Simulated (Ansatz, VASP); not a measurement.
Two plane-wave programs on Zr2S5

```
Zr S
1.0
     3.41935    0.00000    0.00000
     0.00000    8.36689    0.00000
     0.00000    0.00000    7.26694
Zr S
2 5
Direct
  0.50000 0.72365 0.68328
  0.50000 0.27635 0.68328
  0.00000 0.23278 0.44923
  0.00000 0.76722 0.44923
  0.00000 0.87431 0.90249
  0.00000 0.12569 0.90249
  0.00000 0.50000 0.80452
```

Alike in both runs: functional PBE; k mesh 10 × 4 × 6; occupations gaussian, width 0.02 eV; no spin polarisation.

Ansatz relaxed the structure, and its values are those at the end. VASP's run is a single point on that final structure, the one shown.

|  | VASP | Ansatz |
| --- | --- | --- |
| version | VASP 6.6.1 | Ansatz 0.2.0 |
| potentials or method | VASP PAW PBE potentials, release 64 (Zr_sv, S), cutoff 520 eV | scalar-relativistic, plane waves, PAW |
| valence electrons in the cell | 54 | 54 |

VASP gave:

* gap on the k mesh at the Fermi level (eV): 0.38
* least direct gap on the mesh (eV): 0.71
* pressure (GPa): -0.1
* rms of the force components (eV/Å): 0.031

Problem. Estimate Ansatz's values.

Solution. gap on the k mesh at the Fermi level (eV): 0.38; least direct gap on the mesh (eV): 0.71; pressure (GPa): 0.0; rms of the force components (eV/Å): 0.002.
